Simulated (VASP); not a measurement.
**Pd3I: single point with r2SCAN**

Crystal: Pd3I.

```
CELL_PARAMETERS angstrom
-2.14695 2.14695 3.87591
2.14695 -2.14695 3.87591
2.14695 2.14695 -3.87591
ATOMIC_POSITIONS crystal
I 0.99574 0.99675 0.99153
Pd 0.50205 0.50233 0.00109
Pd 0.24364 0.73399 0.48393
Pd 0.74768 0.25410 0.50393
```

| Quantity | Value |
| --- | --- |
| Program | VASP 6.6.1 |
| Task | single point |
| Functional | r2SCAN |
| Potentials or basis | VASP PAW PBE potentials, release 64 (I, Pd) |
| Cutoff | 520 eV |
| k mesh | 5 × 5 × 6 |
| Occupations | fermi-dirac, width 0.01 eV |
| Spin | no spin polarisation |
| Dipole correction | no |
| Further INCAR settings | ALGO = Normal; EDIFF = 1e-06; NBANDS = 26 |

```
Pressure               : -2.0 GPa
Largest force          : 0.239 eV/Å
Band gap on the k mesh : zero (an odd number of electrons rules out a gap without spin polarisation)
```

Forces on the atoms (eV/Å):
```
I   -0.024 -0.022 -0.019
Pd  -0.036 -0.027 -0.139
Pd   0.219  0.048  0.083
Pd  -0.159  0.002  0.075
```

Stress tensor (GPa, compression positive):
```
-1.86  0.09 -0.15
 0.09 -1.85  0.16
-0.15  0.16 -2.23
```

Levels at points of the mesh, in eV from the Fermi level:
```
           k point  band 16  band 17  band 18  band 19  band 20  band 21  band 22  band 23
(0.00, 0.00, 0.00)    -1.13    -0.93    -0.47    -0.02     0.00     5.16     5.18     5.52
(0.00, 0.00, 0.50)    -1.31    -0.85    -0.72    -0.38     0.96     3.51     5.86     6.05
```

Wall time 5 min on 1 thread of Intel(R) Xeon(R) 6975P-C (Granite Rapids) (shared host), peak memory 0.33 GiB.

Caveat: the PAW data sets were made with another functional, which shifts forces and pressure a little; spin-orbit coupling is left out, which moves the levels of the heavy elements; an odd number of electrons without spin polarisation forces a metal; a magnetic or distorted state may lie lower.
